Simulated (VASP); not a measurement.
# MoS2 (P3m1) in VASP: further runs

Aim: see how the results for MoS2 move with the level of theory and the settings. Levels: PBE, r2SCAN. Tasks: single point.

Program: VASP 6.6.1. These are calculated values, not measurements. Logs are shortened: lines on timing, memory, paths and dates and some standing lists are left out, and cuts for length are marked.

## Step 1: The cell of the first run

The structure is trigonal, space group P3m1 (No. 156). Conventional cell: a = 3.141 Å, b = 3.141 Å, c = 6.125 Å, α = 90.00°, β = 90.00°, γ = 120.00°. Mo (site symmetry 3m) has 6 S at 2.36 to 2.46 Å and 6 Mo at 3.14 Å within 3.2 Å. S (site symmetry 3m) has 3 Mo at 2.36 Å and 6 S at 3.14 Å within 3.2 Å. S (site symmetry 3m) has 3 Mo at 2.46 Å and 6 S at 3.14 Å within 3.2 Å.

## Step 2: Single point, PBE

File INCAR:

```
SYSTEM = MoS2
PREC = Accurate
ENCUT = 500
EDIFF = 1E-6
ISMEAR = 0
SIGMA = 0.15
LREAL = .FALSE.
LASPH = .TRUE.
NELM = 120
ALGO = Normal
ISIF = 2
LWAVE = .FALSE.
LCHARG = .FALSE.
GGA = PE
NBANDS = 20
GGA_COMPAT = .FALSE.
```

File KPOINTS:

```
Automatic mesh
0
G
  18 18 8
  0 0 0
```

File POSCAR:

```
MoS2
1.0
    3.1411847469      0.0000000000      0.0000000000
   -1.5705923735      2.7203457888      0.0000000000
    0.0000000000      0.0000000000      6.1247114470
Mo S
1 2
Direct
    0.0000000000      0.0000000000      0.5000000000
    0.3333333333      0.6666666667      0.2533079938
    0.6666666667      0.3333333333      0.7711829560
```

Potentials or basis: VASP PAW PBE potentials, release 64 (Mo_sv, S).

Command:

```
> cat potpaw_PBE.64/Mo_sv/POTCAR potpaw_PBE.64/S/POTCAR > POTCAR
> mpirun -np 1 vasp_std > vasp.out
```

OUTCAR:

```text
SYSTEM = MoS2
   PREC = Accurate
   ENCUT = 500
   EDIFF = 1E-6
   ISMEAR = 0
   LREAL = .FALSE.
   LASPH = .TRUE.
   NELM = 120
   ISIF = 2
   GGA = PE

 ion  position               nearest neighbor table
   1  0.000  0.000  0.500-   2 2.36   2 2.36   2 2.36   3 2.46   3 2.46   3 2.46
   2  0.333  0.667  0.253-   1 2.36   1 2.36   1 2.36
   3  0.667  0.333  0.771-   1 2.46   1 2.46   1 2.46

  LATTYP: Found a hexagonal cell.
 ALAT       =     3.1411847469
 C/A-ratio  =     1.9498093683

  Lattice vectors:

 A1 = (   3.1411847469,   0.0000000000,   0.0000000000)
 A2 = (  -1.5705923735,   2.7203457888,   0.0000000000)
 A3 = (   0.0000000000,   0.0000000000,   6.1247114470)

Analysis of symmetry for initial positions (statically):
=====================================================================
 Subroutine PRICEL returns:
 Original cell was already a primitive cell.

 Routine SETGRP: Setting up the symmetry group for a
 hexagonal supercell.

 Subroutine GETGRP returns: Found  6 space group operations
 (whereof  6 operations were pure point group operations)
 out of a pool of 24 trial point group operations.

The static configuration has the point symmetry C_3v.

Analysis of symmetry for dynamics (positions and initial velocities):
=====================================================================
 Subroutine PRICEL returns:
 Original cell was already a primitive cell.

 Routine SETGRP: Setting up the symmetry group for a
 hexagonal supercell.

 Subroutine GETGRP returns: Found  6 space group operations
 (whereof  6 operations were pure point group operations)
 out of a pool of 24 trial point group operations.

The dynamic configuration has the point symmetry C_3v.

 Subroutine INISYM returns: Found  6 space group operations
 (whereof  6 operations are pure point group operations),
 and found     1 'primitive' translations

----------------------------------------------------------------------------------------

                                     Primitive cell

  volume of cell :      52.3363

  direct lattice vectors                    reciprocal lattice vectors
     3.141184747  0.000000000  0.000000000     0.318351221  0.183800163  0.000000000
    -1.570592374  2.720345789  0.000000000     0.000000000  0.367600326  0.000000000
     0.000000000  0.000000000  6.124711447     0.000000000  0.000000000  0.163272998

  length of vectors
     3.141184747  3.141184747  6.124711447     0.367600326  0.367600326  0.163272998

  position of ions in fractional coordinates (direct lattice)
     0.000000000  0.000000000  0.500000000
     0.333333333  0.666666667  0.253307994
     0.666666667  0.333333333  0.771182956

  ion indices of the primitive-cell ions
   primitive index   ion index
                 1           1
                 2           2
                 3           3

----------------------------------------------------------------------------------------

 KPOINTS: Automatic mesh

Automatic generation of k-mesh.
 Grid dimensions read from file:
 generate k-points for:   18   18    8

 Generating k-lattice:

  Cartesian coordinates                     Fractional coordinates (reciprocal lattice)
     0.017686179  0.010211120  0.000000000     0.055555556  0.000000000  0.000000000
     0.000000000  0.020422240  0.000000000     0.000000000  0.055555556  0.000000000
     0.000000000  0.000000000  0.020409125     0.000000000  0.000000000  0.125000000

  Length of vectors
     0.020422240  0.020422240  0.020409125

  Shift w.r.t. Gamma in fractional coordinates (k-lattice)
     0.000000000  0.000000000  0.000000000

 Subroutine IBZKPT returns following result:
 ===========================================

 Found    266 irreducible k-points:

 Following reciprocal coordinates:
            Coordinates               Weight
  0.000000  0.000000  0.000000      1.000000
  0.055556  0.000000  0.000000      6.000000
  0.111111  0.000000  0.000000      6.000000
  0.166667  0.000000  0.000000      6.000000
  0.222222 -0.000000  0.000000      6.000000
  0.277778 -0.000000  0.000000      6.000000
[... 16 lines left out ...]
  0.333333  0.111111  0.000000     12.000000
  0.388889  0.111111  0.000000     12.000000
 [... further k-points ...]
   k-points           NKPTS =    266   k-points in BZ     NKDIM =    266   number of bands    NBANDS=     20
   number of dos      NEDOS =    301   number of ions     NIONS =      3
   total plane-waves  NPLWV =  27648
   dimension x,y,z NGX =    24 NGY =   24 NGZ =   48
   dimension x,y,z NGXF=    48 NGYF=   48 NGZF=   96
   ions per type =               1   2
   NGX,Y,Z   is equivalent  to a cutoff of  12.70, 12.70, 13.03 a.u.
   NGXF,Y,Z  is equivalent  to a cutoff of  25.40, 25.40, 26.06 a.u.
 SYSTEM =  MoS2
   PREC   = accura    normal or accurate (medium, high low for compatibility)
   ISTART =      0    job   : 0-new  1-cont  2-samecut
   ICHARG =      2    charge: 1-file 2-atom 10-const
   ISPIN  =      1    spin polarized calculation?
   LNONCOLLINEAR =      F non collinear calculations
   LSORBIT =      F    spin-orbit coupling
   LASPH  =      T    aspherical Exc in radial PAW
   ENCUT  =  500.0 eV  36.75 Ry    6.06 a.u.   5.73  5.73 11.17*2*pi/ulx,y,z
   NELM   =    120;   NELMIN=  2; NELMDL= -5     # of ELM steps
   EDIFF  = 0.1E-05   stopping-criterion for ELM
   LREAL  =      F    real-space projection
[... 7 lines left out ...]
   TEBEG  =    0.0;   TEEND  =   0.0 temperature during run
   PSTRESS=    0.0 pullay stress
   NELECT =      26.0000    total number of electrons
   NUPDOWN=      -1.0000    fix difference up-down
   EMIN   =  10.00;   EMAX   =-10.00  energy-range for DOS
   EFERMI =   0.00;   METHOD = LEGACY
   ISMEAR =     0;   SIGMA  =   0.15  broadening in eV -4-tet -1-fermi 0-gaus
   EFERMI_NEDOS =   21; number of points for ismear=-14 and -15
   IALGO  =     38    algorithm
   IMIX   =      4    mixing-type and parameters
     AMIX     =   0.40;   BMIX     =  1.00
     AMIX_MAG =   1.60;   BMIX_MAG =  1.00
  volume/ion in A,a.u.               =      17.45       117.73
  Fermi-wavevector in a.u.,A,eV,Ry     =   1.296577  2.450175 22.872905  1.681111
  Thomas-Fermi vector in A             =   2.428024
   LORBIT       =      0    0 simple, 1 ext, 2 COOP (PROOUT), +10 PAW based schemes
   GGA     = PE    functional components
   LHFCALC =     F    Hartree Fock is set to
   AEXX    =    0.0000 exact exchange contribution
   IVDW    =     0    specifies the selected vdW correction
   LEPSILON=     F    determine dielectric tensor
   LRPA    =     F    only Hartree local field effects (RPA)
 non-spin polarized calculation
 Gauss-broadening in eV      SIGMA  =   0.15
  energy-cutoff  :      500.00
  volume of cell :       52.34
 maximum number of plane-waves:      1344
 NGX is ok and might be reduce to    24
   NGX = 11   NGY = 11   NGZ = 23

 number of electron      25.9999999 magnetization

 Free energy of the ion-electron system (eV)
  ---------------------------------------------------
  ext. energy  EPLUGINS =         0.00000000
  ---------------------------------------------------
  free energy    TOTEN  =       -20.90043928 eV

  energy without entropy =      -20.88621551  energy(sigma->0) =      -20.89332739

 E-fermi :   8.0131     XC(G=0): -10.9742

 val. band max:        8.0125569551   @ k =   0.0556   0.0000   0.1250
 cond. band min:       8.0148590095   @ k =   0.0556   0.0000   0.0000
 fundamental gap:      0.0023020545
 Fermi energy:         8.0131178077

 k-point     1 :       0.0000    0.0000    0.0000
  band No.  band energies     occupation
      1     -53.7260      2.00000
      2     -27.8230      2.00000
      3     -27.6805      2.00000
      4     -27.6805      2.00000
      5      -7.1843      2.00000
      6      -5.6017      2.00000
[... 12 lines left out ...]
     19      14.7804      0.00000
     20      17.7369      0.00000

 k-point     2 :       0.0556    0.0000    0.0000
  band No.  band energies     occupation
      1     -53.7247      2.00000
      2     -27.8205      2.00000
      3     -27.6936      2.00000
      4     -27.6834      2.00000
      5      -7.1335      2.00000
      6      -5.5876      2.00000
[... 12 lines left out ...]
     19      14.9615      0.00000
     20      17.5462      0.00000

 k-point     3 :       0.1111    0.0000    0.0000
  band No.  band energies     occupation
      1     -53.7208      2.00000
      2     -27.8132      2.00000
      3     -27.7310      2.00000
      4     -27.6920      2.00000
      5      -6.9840      2.00000
      6      -5.5463      2.00000
[... 12 lines left out ...]
     19      15.4008      0.00000
     20      17.2564      0.00000

 k-point     4 :       0.1667    0.0000    0.0000
  band No.  band energies     occupation
      1     -53.7149      2.00000
      2     -27.8034      2.00000
      3     -27.7867      2.00000
      4     -27.7051      2.00000
      5      -6.7453      2.00000
      6      -5.4806      2.00000
[... 12 lines left out ...]
     19      15.9322      0.00000
     20      17.1617      0.00000

 k-point     5 :       0.2222   -0.0000    0.0000
  band No.  band energies     occupation
      1     -53.7076      2.00000
      2     -27.8585      2.00000
      3     -27.7871      2.00000
      4     -27.7211      2.00000
      5      -6.4350      2.00000
      6      -5.3937      2.00000
[... 12 lines left out ...]
     19      15.9531      0.00000
     20      17.0699      0.00000
[... 353 lines left out ...]
      6      -5.2550      2.00000
[... 12 lines left out ...]
     19      16.1385      0.00000
     20      16.6159      0.00000

 k-point    22 :       0.2778    0.1111    0.0000
  band No.  band energies     occupation
      1     -53.6906      2.00000
      2     -27.9973      2.00000
      3     -27.7794      2.00000
      4     -27.7543      2.00000
      5      -5.6373      2.00000
      6      -5.1164      2.00000
[... 12 lines left out ...]
     19      15.9202      0.00000
     20      16.0867      0.00000

 k-point    23 :       0.3333    0.1111    0.0000
  band No.  band energies     occupation
      1     -53.6850      2.00000
      2     -28.0447      2.00000
      3     -27.7957      2.00000
      4     -27.7438      2.00000
      5      -5.4096      2.00000
      6      -4.9168      2.00000
[... 12 lines left out ...]
     19      15.3501      0.00000
     20      16.0930      0.00000

 k-point    24 :       0.3889    0.1111    0.0000
  band No.  band energies     occupation
      1     -53.6813      2.00000
      2     -28.0754      2.00000
      3     -27.8064      2.00000
      4     -27.7368      2.00000
      5      -5.3022      2.00000
      6      -4.7122      2.00000
[... 12 lines left out ...]
     19      15.1378      0.00000
     20      16.2341      0.00000

 [... further k-points ...]

------------------------ aborting loop because EDIFF is reached ----------------------------------------

  FORCE on cell =-STRESS in cart. coord.  units (eV):
  Direction    XX          YY          ZZ          XY          YZ          ZX
  --------------------------------------------------------------------------------------
  -------------------------------------------------------------------------------------
  Total        1.9091158      1.9091158      1.6326343     -0.0000000      0.0000000      0.0000000
  in kB       58.4439591     58.4439591     49.9800019     -0.0000000      0.0000000      0.0000000
  external PRESSURE =      55.6226400 kB  Pullay stress =       0.0000000 kB

 VOLUME and BASIS-vectors are now :
 -----------------------------------------------------------------------------
  energy-cutoff  :      500.00
  volume of cell :       52.34
      direct lattice vectors                 reciprocal lattice vectors
     3.141184747  0.000000000  0.000000000     0.318351221  0.183800163  0.000000000
    -1.570592374  2.720345789  0.000000000     0.000000000  0.367600326  0.000000000
     0.000000000  0.000000000  6.124711447     0.000000000  0.000000000  0.163272998

 POSITION                                       TOTAL-FORCE (eV/Angst)
 -----------------------------------------------------------------------------------
      0.00000      0.00000      3.06236        -0.000000     -0.000000      1.712197
     -0.00000      1.81356      1.55144         0.000000      0.000000     -1.152139
      1.57059      0.90678      4.72327         0.000000     -0.000000     -0.560057
 -----------------------------------------------------------------------------------
    total drift:                               -0.000000      0.000000      0.000103

  FREE ENERGIE OF THE ION-ELECTRON SYSTEM (eV)
  ---------------------------------------------------
  free  energy   TOTEN  =       -20.9004392792 eV

  energy  without entropy=      -20.8862155105  energy(sigma->0) =      -20.89332739
```

Run time: 8.3 min. Hardware: 1 thread of Oxide Virtual Turin-like, shared host; peak memory 0.32 GiB.

Results:

```
Free energy            : -20.9004 eV
Pressure               : 5.6 GPa
Largest force          : 1.712 eV/Å
Band gap on the k mesh : zero (bands 13 and 14 overlap by 0.92 eV)
```

Forces in eV/Å, atoms in the order of the input:
```
Mo   0.000  0.000  1.712
S    0.000  0.000 -1.152
S    0.000  0.000 -0.560
```

Caveat: the cell stands under pressure; this functional lacks dispersion, which binds layers or chains, so the pressure and a relaxed spacing across them are unreliable; forces of over 1 eV/Å act on the atoms, so gaps and moduli don't describe the material at rest.

## Step 3: Single point, r2SCAN

File POSCAR:

```
MoS2
1.0
    3.1411847469      0.0000000000      0.0000000000
   -1.5705923735      2.7203457888      0.0000000000
    0.0000000000      0.0000000000      6.1247114470
Mo S
1 2
Direct
    0.0000000000      0.0000000000      0.5000000000
    0.3333333333      0.6666666667      0.2451443439
    0.6666666667      0.3333333333      0.7630193061
```

File INCAR.step1:

```
  PREC = Accurate
  ENCUT = 550
  ISMEAR = 1
  SIGMA = 0.15
  LREAL = False
  LASPH = True
  NELM = 120
  NBANDS = 20
  GGA = PE
  ALGO = Normal
  EDIFF = 1E-5
  LWAVE = True
  LCHARG = False
  GGA_COMPAT = False
```

File INCAR.step2:

```
  PREC = Accurate
  ENCUT = 550
  EDIFF = 1E-6
  ISMEAR = 1
  SIGMA = 0.15
  LREAL = False
  LASPH = True
  NELM = 120
  ALGO = Normal
  ISIF = 2
  LWAVE = False
  LCHARG = False
  METAGGA = R2SCAN
  LMIXTAU = True
  NBANDS = 20
  ISTART = 1
  GGA_COMPAT = False
```

File KPOINTS:

```
regular mesh
0
Gamma
  18 18 8
```

Potentials or basis: VASP PAW PBE potentials, release 64 (Mo_sv, S).

Command:

```
> cat potpaw_PBE.64/Mo_sv/POTCAR potpaw_PBE.64/S/POTCAR > POTCAR
> cp INCAR.step1 INCAR
> mpirun -np 1 vasp_std > vasp.out
> cp INCAR.step2 INCAR
> mpirun -np 1 vasp_std > vasp.out
```

Run time: 29 min. Hardware: 1 thread of Oxide Virtual Turin-like, shared host; peak memory 0.35 GiB.

The run converged. Its results:

| Quantity | Value |
| --- | --- |
| Free energy | -44.0898 eV |
| Pressure | 4.4 GPa |
| Largest force | 0.586 eV/Å |
| Band gap on the k mesh | zero (bands 13 and 14 overlap by 1.12 eV) |

Forces in eV/Å, atoms in the order of the input:
```
Mo   0.000  0.000  0.586
S    0.000  0.000 -0.274
S    0.000  0.000 -0.312
```

Stress tensor (GPa, compression positive):
```
5.67 0.00 0.00
0.00 5.67 0.00
0.00 0.00 1.78
```

Levels at points of the mesh, in eV from the Fermi level:
```csv
k point,band 10,band 11,band 12,band 13,band 14,band 15,band 16,band 17
"(0.00, 0.00, 0.00)",-2.02,-1.56,-0.95,-0.95,-0.17,-0.17,3.29,3.29
"(0.50, 0.00, 0.00)",-4.30,-3.68,-2.03,-1.87,1.29,1.91,3.86,4.03
"(0.00, 0.00, 0.50)",-4.09,-0.96,-0.96,-0.30,-0.30,-0.24,3.55,3.55
"(0.50, 0.00, 0.50)",-4.40,-2.65,-2.49,-1.60,1.29,2.06,3.32,4.65
```

Caveat: the cell stands under pressure; the PAW data sets were made with another functional, which shifts forces and pressure a little.
